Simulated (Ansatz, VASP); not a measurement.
**MgBe2S3: VASP beside Ansatz**

The input INCAR:

```
PREC     = Accurate       # precision mode
ENCUT    = 750            # plane-wave cutoff, eV
EDIFF    = 1E-7           # SCF threshold, eV
ISMEAR   = 0              # smearing method
SIGMA    = 0.1            # smearing width, eV
LREAL    = F              # projectors in reciprocal space
LASPH    = T              # aspherical terms in the spheres
NELM     = 120            # most SCF steps
ALGO     = Normal         # electronic algorithm
ISIF     = 3              # what is computed and relaxed
LWAVE    = F              # write WAVECAR
LCHARG   = F              # write CHGCAR
GGA      = PE             # functional
IBRION   = 2              # ionic algorithm
NSW      = 90             # ionic steps
EDIFFG   = -0.04          # ionic threshold
GGA_COMPAT= F            
NELMIN   = 4
```

Contents of KPOINTS:

```
Automatic mesh
0
Gamma
  6 6 2
```

The input POSCAR:

```
MgBe2S3
1.0
    3.5705376600      0.0000000000      0.0000000000
    0.0000000000      3.5705376600      0.0000000000
    0.0000000000      0.0000000000      7.8659676500
Mg Be S
1 2 3
Direct
    0.0000000000      0.0000000000      0.0000000000
    0.0000000000      0.5000000000      0.7376120100
    0.5000000000      0.0000000000      0.2623879900
    0.5000000000      0.5000000000      0.0000000000
    0.0000000000      0.5000000000      0.3786259900
    0.5000000000      0.0000000000      0.6213740100
```

Input for Ansatz:

```yaml
crystal:
  lattice:
    - [3.57053766, 0.0, 0.0]
    - [0.0, 3.57053766, 0.0]
    - [0.0, 0.0, 7.86596765]
  atoms:
    - { symbol: Mg, position: [0.0, 0.0, 0.0] }
    - { symbol: Be, position: [0.0, 0.5, 0.73761201] }
    - { symbol: Be, position: [0.5, 0.0, 0.26238799] }
    - { symbol: S, position: [0.5, 0.5, 0.0] }
    - { symbol: S, position: [0.0, 0.5, 0.37862599] }
    - { symbol: S, position: [0.5, 0.0, 0.62137401] }
basis:
  ecutwfc: 420
kpoints:
  mp_grid: { grid: [6, 6, 2] }
hamiltonian:
  xc: pbe
scf:
  occupations: { method: gaussian, width: 0.1 }
  lower_state_search: "off"
output:
  forces: true
  stress: true
  eigenvalues: true
relax:
  adjacent_minimum: "off"
  f_tol: 0.04
  max_steps: 70
  cell: { stress_tol: 0.4 }
```

Change from the starting cell: species swapped into the Zr2CuSb3 type (P-4m2, No. 115).

Alike in both runs: task relaxation of cell and atoms; functional PBE; k mesh 6 × 6 × 2; occupations gaussian, width 0.1 eV; no spin polarisation.

```csv
,VASP,Ansatz
version,VASP 6.6.1,Ansatz 0.2.0
potentials or method,"VASP PAW PBE potentials, release 64 (Mg_sv, Be, S), cutoff 750 eV","scalar-relativistic, plane waves, PAW"
valence electrons in the cell,32,32
```

```csv
,VASP,Ansatz,Ansatz less VASP
"gap on the k mesh at the Fermi level, each at its own relaxed structure (eV)",1.01,1.01,-0.003
relaxed volume (Å³/atom),18.53,20.86,+2.336
relaxed cell length with the largest relative difference (Å),9.939,11.185,+1.2461
```

One of these differences is far larger than is usual between the two programs; its cause wasn't traced.
